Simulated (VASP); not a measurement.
Wanted: the native input for a VASP 6.6.1 run.

```yaml
Task: single point
Functional: PBE
Potentials_or_basis: VASP PAW PBE potentials, release 64 (H)
Cutoff: 520 eV
k_mesh: 8 × 8 × 8
Occupations: gaussian, width 0.05 eV
Spin: no spin polarisation
Dipole_correction: no
Further_INCAR_settings: ALGO = Normal; EDIFF = 1e-07; NBANDS = 8
```

The structure of H lies in POSCAR:

```
H
1.0
   -1.8641419760      1.8455932996      2.2855640979
    1.8641419760     -1.8455932996      2.2855640979
    1.8641419760      1.8455932996     -2.2855640979
H
2
Direct
    0.9178910720      0.9178910720      0.0000000000
    0.0821089280      0.0821089280      0.0000000000
```

This cell differs from its parent crystal: strain +0.0050 x Voigt [1, -1, 0, 0, 0, 0].

The input as run:

INCAR

```
SYSTEM = H
  PREC = Accurate
  ENCUT = 520
  EDIFF = 1E-7
  ISMEAR = 0
  SIGMA = 0.05
  LREAL = .False.
  LASPH = .True.
  NELM = 60
  ALGO = Normal
  ISIF = 2
  LWAVE = .False.
  LCHARG = .False.
  GGA = PE
  NBANDS = 8
```

KPOINTS

```
regular mesh
0
Gamma
  8 8 8
  0 0 0
```

Potentials or basis: VASP PAW PBE potentials, release 64 (H).

The run is started by

```console
$ cat potpaw_PBE.64/H/POTCAR > POTCAR
$ mpirun -np 1 vasp_std > vasp.out
```

It gave:

The pressure is -0.2 GPa. The largest force is 0.009 eV/Å and the band gap on the k mesh is 9.25 eV, indirect (least direct gap 9.74 eV).

Caveat: the cell differs from its parent crystal (strain +0.0050 x Voigt [1, -1, 0, 0, 0, 0]).

It took 16 s on 1 thread of Intel Xeon 6975P-C, on a shared host, peak memory 0.15 GiB.
